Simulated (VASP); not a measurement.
A run of VASP 6.6.1 is set up as follows.

Contents of INCAR:

```
SYSTEM = Ta5W3
PREC = Accurate
ENCUT = 520
EDIFF = 1E-6
ISMEAR = 0
SIGMA = 0.1
LREAL = Auto
LASPH = .TRUE.
NELM = 100
ALGO = Fast
ISIF = 2
LWAVE = .FALSE.
LCHARG = .FALSE.
GGA = PE
NBANDS = 111
LUSENCCL = .FALSE.
```

File KPOINTS:

```
regular mesh
0
G
  5 5 5
  0 0 0
```

Contents of POSCAR:

```
Ta5W3
1.0
    6.5116600000      0.0072280000      0.0023740000
    0.0070900000      6.5542890000      0.0076510000
    0.0023250000      0.0075310000      6.5125240000
Ta W
10 6
Direct
    0.0019446310      0.9948334051      0.0027843351
    0.4981027527      0.9959295113      0.0025118568
    0.0016843988      0.9959342067      0.4989253893
    0.2471444644      0.2572587937      0.2479522322
    0.4977880864      0.9962186616      0.4986257514
    0.7509863074      0.2561623747      0.2482247512
    0.2474049014      0.2561582167      0.7518112847
    0.4971437499      0.5078405961      0.4979551926
    0.7513007815      0.2558736389      0.7521107831
    0.7519455865      0.7442515131      0.7527812108
    0.0010645150      0.5051655212      0.0018859685
    0.4976256520      0.5060653226      0.0015450770
    0.0007257597      0.5060700837      0.4984512052
    0.2480247737      0.7469267786      0.2488505060
    0.7514634474      0.7460270981      0.2491916623
    0.2483637312      0.7460220318      0.7522855303
```

Potentials or basis: VASP PAW PBE potentials, release 64 (Ta_pv, W_sv).

Run with:

```console
$ cat potpaw_PBE.64/Ta_pv/POTCAR potpaw_PBE.64/W_sv/POTCAR > POTCAR
$ mpirun -np 1 vasp_std > vasp.out
```

Q: Predict the pressure.

A: -0.4 GPa.

Q: Estimate the band gap on the k mesh.

A: Zero (bands 97 and 98 overlap by 1.89 eV).

Stress tensor (GPa, compression positive):
```
-0.67 -0.02  0.04
-0.02  0.09 -0.03
 0.04 -0.03 -0.69
```

Caveat: spin-orbit coupling is left out, which moves the levels of the heavy elements.
